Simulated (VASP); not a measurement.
# Ge in VASP: a series of runs

Ge is run at these levels: PBE+D3(BJ); tasks: single point.

Everything below comes from runs of VASP 6.6.1. Logs are shortened: lines on timing, memory, paths and dates and some standing lists are left out, and cuts for length are marked.

### 1 The cell of the first run

The cell holds a slab with vacuum, 4 atoms: a = 4.023 Å, b = 4.023 Å, c = 18.869 Å, α = 90.00°, β = 90.00°, γ = 120.00°.

### 2 Single point, PBE+D3(BJ) (layers slid over each other)

INCAR

```
SYSTEM = Ge
  PREC = Accurate
  ENCUT = 520
  EDIFF = 1E-6
  ISMEAR = 0
  SIGMA = 0.1
  LREAL = .False.
  LASPH = .True.
  NELM = 80
  ALGO = Normal
  ISIF = 2
  LWAVE = .False.
  LCHARG = .False.
  LDIPOL = .True.
  IDIPOL = 3
  DIPOL = 0.5 0.5 0.387
  GGA = PE
  IVDW = 12
  NBANDS = 36
```

KPOINTS

```
regular mesh
0
Gamma
  9 9 1
  0 0 0
```

POSCAR

```
Ge
1.0
    4.0226895355      0.0000000000      0.0000000000
   -2.0113447678      3.4837513293      0.0000000000
    0.0000000000      0.0000000000     18.8685220287
Ge
4
Direct
    0.3333333333      0.6666666667      0.2747571329
    0.6666666667      0.3333333333      0.2384924475
    0.2222222222      1.4444444444      0.5362646853
    0.5555555556      1.1111111111      0.5000000000
```

Potentials or basis: VASP PAW PBE potentials, release 64 (Ge_d).

On the command line:

```sh
$ cat potpaw_PBE.64/Ge_d/POTCAR > POTCAR
$ mpirun -np 1 vasp_std > vasp.out
```

OUTCAR:

```text
SYSTEM = Ge
   PREC = Accurate
   ENCUT = 520
   EDIFF = 1E-6
   ISMEAR = 0
   LREAL = .False.
   LASPH = .True.
   NELM = 80
   ISIF = 2
   GGA = PE
   IVDW = 12
 IVDW          = 12

 ion  position               nearest neighbor table
   1  0.333  0.667  0.275-   2 2.42   2 2.42   2 2.42
   2  0.667  0.333  0.238-   1 2.42   1 2.42   1 2.42
   3  0.222  0.444  0.536-   4 2.42   4 2.42   4 2.42
   4  0.556  0.111  0.500-   3 2.42   3 2.42   3 2.42

  LATTYP: Found a hexagonal cell.
 ALAT       =     4.0226895355
 C/A-ratio  =     4.6905240542

  Lattice vectors:

 A1 = (   4.0226895355,   0.0000000000,   0.0000000000)
 A2 = (  -2.0113447678,   3.4837513293,   0.0000000000)
 A3 = (   0.0000000000,   0.0000000000,  18.8685220287)

Analysis of symmetry for initial positions (statically):
=====================================================================
 Subroutine PRICEL returns:
 Original cell was already a primitive cell.

 Routine SETGRP: Setting up the symmetry group for a
 hexagonal supercell.

 Subroutine GETGRP returns: Found  4 space group operations
 (whereof  2 operations were pure point group operations)
 out of a pool of 24 trial point group operations.

The static configuration has the point symmetry C_1h.
 The point group associated with its full space group is C_2h.

Analysis of symmetry for dynamics (positions and initial velocities):
=====================================================================
 Subroutine PRICEL returns:
 Original cell was already a primitive cell.

 Routine SETGRP: Setting up the symmetry group for a
 hexagonal supercell.

 Subroutine GETGRP returns: Found  4 space group operations
 (whereof  2 operations were pure point group operations)
 out of a pool of 24 trial point group operations.

The dynamic configuration has the point symmetry C_1h.
 The point group associated with its full space group is C_2h.

 Subroutine INISYM returns: Found  4 space group operations
 (whereof  2 operations are pure point group operations),
 and found     1 'primitive' translations

----------------------------------------------------------------------------------------

                                     Primitive cell

  volume of cell :     264.4244

  direct lattice vectors                    reciprocal lattice vectors
     4.022689535  0.000000000  0.000000000     0.248589903  0.143523447  0.000000000
    -2.011344768  3.483751329  0.000000000     0.000000000  0.287046894  0.000000000
     0.000000000  0.000000000 18.868522029     0.000000000  0.000000000  0.052998322

  length of vectors
     4.022689535  4.022689536 18.868522029     0.287046894  0.287046894  0.052998322

  position of ions in fractional coordinates (direct lattice)
     0.333333333  0.666666667  0.274757133
     0.666666667  0.333333333  0.238492448
     0.222222222  0.444444444  0.536264685
     0.555555556  0.111111111  0.500000000

  ion indices of the primitive-cell ions
   primitive index   ion index
                 1           1
                 2           2
                 3           3
                 4           4

----------------------------------------------------------------------------------------

 KPOINTS: regular mesh

Automatic generation of k-mesh.
 Grid dimensions read from file:
 generate k-points for:    9    9    1

 Generating k-lattice:

  Cartesian coordinates                     Fractional coordinates (reciprocal lattice)
     0.027621100  0.015947050  0.000000000     0.111111111  0.000000000  0.000000000
     0.000000000  0.031894099  0.000000000     0.000000000  0.111111111  0.000000000
     0.000000000  0.000000000  0.052998322     0.000000000  0.000000000  1.000000000

  Length of vectors
     0.031894099  0.031894099  0.052998322

  Shift w.r.t. Gamma in fractional coordinates (k-lattice)
     0.000000000  0.000000000  0.000000000

 Subroutine IBZKPT returns following result:
 ===========================================

 Found     25 irreducible k-points:

 Following reciprocal coordinates:
            Coordinates               Weight
  0.000000  0.000000  0.000000      1.000000
  0.111111  0.000000  0.000000      4.000000
  0.000000  0.111111  0.000000      2.000000
  0.222222  0.000000  0.000000      4.000000
  0.000000  0.222222  0.000000      2.000000
  0.333333  0.000000  0.000000      4.000000
[... 16 lines left out ...]
 -0.222222 -0.444444  0.000000      4.000000
  0.444444  0.333333  0.000000      4.000000
   k-points           NKPTS =     25   k-points in BZ     NKDIM =     25   number of bands    NBANDS=     36
   number of dos      NEDOS =    301   number of ions     NIONS =      4
   total plane-waves  NPLWV = 126000
   dimension x,y,z NGX =    30 NGY =   30 NGZ =  140
   dimension x,y,z NGXF=    60 NGYF=   60 NGZF=  280
   ions per type =               4
   NGX,Y,Z   is equivalent  to a cutoff of  12.40, 12.40, 12.34 a.u.
   NGXF,Y,Z  is equivalent  to a cutoff of  24.80, 24.80, 24.67 a.u.
 SYSTEM =  Ge
   PREC   = accura    normal or accurate (medium, high low for compatibility)
   ISTART =      0    job   : 0-new  1-cont  2-samecut
   ICHARG =      2    charge: 1-file 2-atom 10-const
   ISPIN  =      1    spin polarized calculation?
   LNONCOLLINEAR =      F non collinear calculations
   LSORBIT =      F    spin-orbit coupling
   LASPH  =      T    aspherical Exc in radial PAW
   ENCUT  =  520.0 eV  38.22 Ry    6.18 a.u.   7.48  7.48 35.08*2*pi/ulx,y,z
   NELM   =     80;   NELMIN=  2; NELMDL= -5     # of ELM steps
   EDIFF  = 0.1E-05   stopping-criterion for ELM
   LREAL  =      F    real-space projection
[... 7 lines left out ...]
   TEBEG  =    0.0;   TEEND  =   0.0 temperature during run
   PSTRESS=    0.0 pullay stress
   NELECT =      56.0000    total number of electrons
   NUPDOWN=      -1.0000    fix difference up-down
   EMIN   =  10.00;   EMAX   =-10.00  energy-range for DOS
   EFERMI =   0.00;   METHOD = LEGACY
   ISMEAR =     0;   SIGMA  =   0.10  broadening in eV -4-tet -1-fermi 0-gaus
   EFERMI_NEDOS =   21; number of points for ismear=-14 and -15
   IALGO  =     38    algorithm
   IMIX   =      4    mixing-type and parameters
     AMIX     =   0.40;   BMIX     =  1.00
     AMIX_MAG =   1.60;   BMIX_MAG =  1.00
  volume/ion in A,a.u.               =      66.11       446.11
  Fermi-wavevector in a.u.,A,eV,Ry     =   0.975821  1.844035 12.955840  0.952227
  Thomas-Fermi vector in A             =   2.106391
   LORBIT       =      0    0 simple, 1 ext, 2 COOP (PROOUT), +10 PAW based schemes
   GGA     = PE    functional components
   LHFCALC =     F    Hartree Fock is set to
   AEXX    =    0.0000 exact exchange contribution
   IVDW    =    12    specifies the selected vdW correction
   LEPSILON=     F    determine dielectric tensor
   LRPA    =     F    only Hartree local field effects (RPA)
 non-spin polarized calculation
 Gauss-broadening in eV      SIGMA  =   0.10
  energy-cutoff  :      520.00
  volume of cell :      264.42
 maximum number of plane-waves:      7165
 NGX is ok and might be reduce to    30
   NGX = 15   NGY = 15   NGZ = 71

 dipolmoment           0.000000      0.000000      0.000121 electrons x Angstroem

 number of electron      55.9999982 magnetization

 dipolmoment           0.000000      0.000000     -0.000006 electrons x Angstroem

 Free energy of the ion-electron system (eV)
  ---------------------------------------------------
  ext. energy  EPLUGINS =         0.00000000
  ---------------------------------------------------
  free energy    TOTEN  =       -16.17541669 eV

  energy without entropy =      -16.17505276  energy(sigma->0) =      -16.17523473

 E-fermi :  -1.3444     XC(G=0):  -4.4553

 val. band max:       -1.4872027029   @ k =   0.3333   0.3333   0.0000
 cond. band min:      -1.2016934255   @ k =   0.3333   0.3333   0.0000
 fundamental gap:      0.2855092774
 Fermi energy:        -1.3444485405

 k-point     1 :       0.0000    0.0000    0.0000
  band No.  band energies     occupation
      1     -25.8486      2.00000
      2     -25.8486      2.00000
      3     -25.8486      2.00000
      4     -25.8485      2.00000
      5     -25.7983      2.00000
      6     -25.7982      2.00000
[... 28 lines left out ...]
     35       2.5750      0.00000
     36       2.6057      0.00000

 k-point     2 :       0.1111    0.0000    0.0000
  band No.  band energies     occupation
      1     -25.8551      2.00000
      2     -25.8550      2.00000
      3     -25.8533      2.00000
      4     -25.8532      2.00000
      5     -25.8105      2.00000
      6     -25.8103      2.00000
[... 28 lines left out ...]
     35       3.0699      0.00000
     36       3.0932      0.00000

 k-point     3 :       0.0000    0.1111    0.0000
  band No.  band energies     occupation
      1     -25.8551      2.00000
      2     -25.8550      2.00000
      3     -25.8533      2.00000
      4     -25.8532      2.00000
      5     -25.8105      2.00000
      6     -25.8103      2.00000
[... 28 lines left out ...]
     35       3.0339      0.00000
     36       3.1023      0.00000
[... 742 lines left out ...]
 k-point    23 :      -0.2222   -0.4444    0.0000
  band No.  band energies     occupation
      1     -25.8875      2.00000
      2     -25.8875      2.00000
      3     -25.8584      2.00000
      4     -25.8582      2.00000
      5     -25.8508      2.00000
      6     -25.8506      2.00000
[... 28 lines left out ...]
     35       4.3372      0.00000
     36       5.2070      0.00000

 k-point    24 :       0.4444    0.3333    0.0000
  band No.  band energies     occupation
      1     -25.8875      2.00000
      2     -25.8875      2.00000
      3     -25.8584      2.00000
      4     -25.8583      2.00000
      5     -25.8508      2.00000
      6     -25.8506      2.00000
[... 28 lines left out ...]
     35       4.3409      0.00000
     36       5.2051      0.00000

 [... further k-points ...]

------------------------ aborting loop because EDIFF is reached ----------------------------------------

 vacuum level on the upper side and lower side of the slab       (xc-potential included)        -0.122        -0.121

 Edisp (eV)   -0.76053

 E8    (eV) :    -0.3479

  FORCE on cell =-STRESS in cart. coord.  units (eV):
  Direction    XX          YY          ZZ          XY          YZ          ZX
  --------------------------------------------------------------------------------------
  -------------------------------------------------------------------------------------
  Total      -0.19008    -0.19093    -0.62850     0.00000    -0.08670     0.00000
  in kB      -1.15172    -1.15687    -3.80816     0.00000    -0.52530     0.00000
  external pressure =       -2.04 kB  Pullay stress =        0.00 kB

 VOLUME and BASIS-vectors are now :
 -----------------------------------------------------------------------------
  energy-cutoff  :      520.00
  volume of cell :      264.42
      direct lattice vectors                 reciprocal lattice vectors
     4.022689535  0.000000000  0.000000000     0.248589903  0.143523447  0.000000000
    -2.011344768  3.483751329  0.000000000     0.000000000  0.287046894  0.000000000
     0.000000000  0.000000000 18.868522029     0.000000000  0.000000000  0.052998322

 POSITION                                       TOTAL-FORCE (eV/Angst)
 -----------------------------------------------------------------------------------
     -0.00000      2.32250      5.18426        -0.000000      0.013973      0.110513
      2.01134      1.16125      4.50000        -0.000000      0.004865      0.018644
     -0.00000      1.54833     10.11852         0.000000     -0.004865     -0.018644
      2.01134      0.38708      9.43426         0.000000     -0.013973     -0.110513
 -----------------------------------------------------------------------------------
    total drift:                                0.000004     -0.000003     -0.000134

  FREE ENERGIE OF THE ION-ELECTRON SYSTEM (eV)
  ---------------------------------------------------
  free  energy   TOTEN  =       -16.9359460231 eV

  energy  without entropy=      -16.9355820932  energy(sigma->0) =      -16.93576406

 vacuum level on the upper side and lower side of the slab         3.058         3.063
```

It took 3.7 min on 1 thread of Intel Xeon 6975P-C (Granite Rapids), shared host; peak memory 0.44 GiB.

Results:

| Item | Value |
| --- | --- |
| Free energy | -16.9359 eV |
| Largest force | 0.111 eV/Å |
| Band gap on the k mesh | 0.29 eV |
| Dispersion energy per atom | -0.190 eV |

Forces on the atoms (eV/Å):
```
Ge   0.000  0.014  0.111
Ge   0.000  0.005  0.019
Ge   0.000 -0.005 -0.019
Ge   0.000 -0.014 -0.111
```

Caveat: the cell differs from its parent crystal (layers slid over each other).

### 3 Single point, PBE+D3(BJ) (layers slid over each other)

INCAR

```
PREC     = Accurate       # precision mode
ENCUT    = 520            # plane-wave cutoff, eV
EDIFF    = 1E-7           # SCF threshold, eV
ISMEAR   = 0              # smearing method
SIGMA    = 0.1            # smearing width, eV
LREAL    = F              # projectors in reciprocal space
LASPH    = T              # aspherical terms in the spheres
NELM     = 100            # most SCF steps
ALGO     = Normal         # electronic algorithm
ISIF     = 2              # what is computed and relaxed
LWAVE    = F              # write WAVECAR
LCHARG   = F              # write CHGCAR
LDIPOL   = T            
IDIPOL   = 3            
DIPOL    = 0.5 0.5 0.387
GGA      = PE             # functional
IVDW     = 12             # dispersion correction
NBANDS   = 36             # bands
```

KPOINTS

```
Automatic mesh
0
Gamma
  9 9 1
```

Changes to POSCAR since step 2:

```diff
@@ -10,3 +10,3 @@
     0.6666666667      0.3333333333      0.2384924475
-    0.2222222222      1.4444444444      0.5362646853
-    0.5555555556      1.1111111111      0.5000000000
+    0.4444444444      1.2222222222      0.5362646853
+    0.7777777778      0.8888888889      0.5000000000
```

Potentials or basis: VASP PAW PBE potentials, release 64 (Ge_d).

On the command line:

```sh
$ cat potpaw_PBE.64/Ge_d/POTCAR > POTCAR
$ mpirun -np 1 vasp_std > vasp.out
```

Run time: 4.1 min. Hardware: 1 thread of Intel Xeon 6975P-C (Granite Rapids), shared host; peak memory 0.44 GiB.

The run converged. Its results:

* Free energy: -16.9364 eV
* Largest force: 0.114 eV/Å
* Band gap on the k mesh: 0.13 eV
* Dispersion energy per atom: -0.190 eV

Forces on the atoms (eV/Å):
```
Ge   0.018  0.010  0.112
Ge  -0.002 -0.001  0.026
Ge   0.002  0.001 -0.026
Ge  -0.018 -0.010 -0.112
```

Levels at points of the mesh, in eV from the valence-band top:
```csv
k point,band 26,band 27,band 28,band 29,band 30,band 31
"(0.00, 0.00, 0.00)",-0.38,-0.37,-0.36,0.58,0.72,2.04
```

Caveat: the cell differs from its parent crystal (layers slid over each other).

### 4 Single point, PBE+D3(BJ) (layers slid over each other)

INCAR

```
SYSTEM = Ge
PREC = Accurate
ENCUT = 520
EDIFF = 1E-7
ISMEAR = 0
SIGMA = 0.1
LREAL = .False.
LASPH = .True.
NELM = 80
ALGO = Normal
ISIF = 2
LWAVE = .False.
LCHARG = .False.
LDIPOL = .True.
IDIPOL = 3
DIPOL = 0.5 0.5 0.387
GGA = PE
IVDW = 12
NBANDS = 36
```

KPOINTS

```
Automatic mesh
0
Gamma
  9 9 1
  0 0 0
```

Changes to POSCAR since step 3:

```diff
@@ -10,3 +10,3 @@
     0.6666666667      0.3333333333      0.2384924475
-    0.4444444444      1.2222222222      0.5362646853
-    0.7777777778      0.8888888889      0.5000000000
+    0.4444444444      1.8888888889      0.5362646853
+    0.7777777778      1.5555555556      0.5000000000
```

On the command line:

```sh
$ cat potpaw_PBE.64/Ge_d/POTCAR > POTCAR
$ mpirun -np 1 vasp_std > vasp.out
```

Run time: 3.5 min. Hardware: 1 thread of Intel Xeon 6975P-C (Granite Rapids), shared host; peak memory 0.44 GiB.

The run converged. Its results:

- Free energy: -16.9322 eV
- Largest force: 0.102 eV/Å
- Band gap on the k mesh: 0.35 eV
- Dispersion energy per atom: -0.190 eV

Forces in eV/Å, atoms in the order of the input:
```
Ge   0.000  0.000  0.102
Ge   0.000 -0.006  0.019
Ge   0.000  0.006 -0.019
Ge   0.000  0.000 -0.102
```

Levels at points of the mesh, in eV from the valence-band top:
```
           k point  band 24  band 25  band 26  band 27  band 28  band 29  band 30  band 31  band 32  band 33
(0.00, 0.00, 0.00)    -3.13    -0.28    -0.27    -0.26    -0.25     0.70     0.81     2.17     3.31     4.07
```

Caveat: the cell differs from its parent crystal (layers slid over each other).

### 5 The runs side by side

| cell | gap on the mesh (eV) | largest force (eV/Å) |
| --- | --- | --- |
| as given, atomic positions A | 0.29 | 0.11 |
| as given, atomic positions B | 0.13 | 0.11 |
| as given, atomic positions C | 0.35 | 0.10 |

Alike in all rows: task single point; level PBE+D3(BJ); potentials or basis VASP PAW PBE potentials, release 64 (Ge_d); no spin polarisation; k mesh 9 × 9 × 1; cutoff (eV) 520; smearing gaussian 0.1 eV.

Total energies depend on the potentials used, so only differences within one code and one set of settings carry meaning.
